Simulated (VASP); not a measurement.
Input of a VASP 6.6.1 run:

File POSCAR:

```
KF
1.0
    0.0000000000      2.6589566634      2.6589566634
    2.6589566634      0.0000000000      2.6589566634
    2.6589566634      2.6589566634      0.0000000000
K F
1 1
Direct
    0.0000000000      0.0000000000      0.0000000000
    0.5000000000      0.5000000000      0.5000000000
```

INCAR.step1

```
SYSTEM = KF
PREC = Accurate
ENCUT = 520
ISMEAR = 0
SIGMA = 0.01
LREAL = .FALSE.
LASPH = .TRUE.
NELM = 60
NBANDS = 15
GGA = PE
ALGO = Normal
EDIFF = 1E-4
LWAVE = .TRUE.
LCHARG = .FALSE.
```

File INCAR.step2:

```
SYSTEM = KF
PREC = Accurate
ENCUT = 520
EDIFF = 1E-7
ISMEAR = 0
SIGMA = 0.01
LREAL = .FALSE.
LASPH = .TRUE.
NELM = 60
ALGO = Normal
ISIF = 2
LWAVE = .FALSE.
LCHARG = .FALSE.
METAGGA = R2SCAN
LMIXTAU = .TRUE.
NBANDS = 15
ISTART = 1
```

KPOINTS

```
Automatic mesh
0
G
  6 6 6
  0 0 0
```

Potentials or basis: VASP PAW PBE potentials, release 64 (K_sv, F).

The run is started by

```bash
$ cat potpaw_PBE.64/K_sv/POTCAR potpaw_PBE.64/F/POTCAR > POTCAR
$ cp INCAR.step1 INCAR
$ mpirun -np 1 vasp_std > vasp.out
$ cp INCAR.step2 INCAR
$ mpirun -np 1 vasp_std > vasp.out
```

Question: Estimate the pressure.

Answer: 0.0 GPa.

Question: Predict the band gap on the k mesh.

Answer: 6.91 eV, direct.

Caveat: the PAW data sets were made with another functional, which shifts forces and pressure a little. r2SCAN opens gaps a little over a GGA but as a rule still falls short of measured ones.
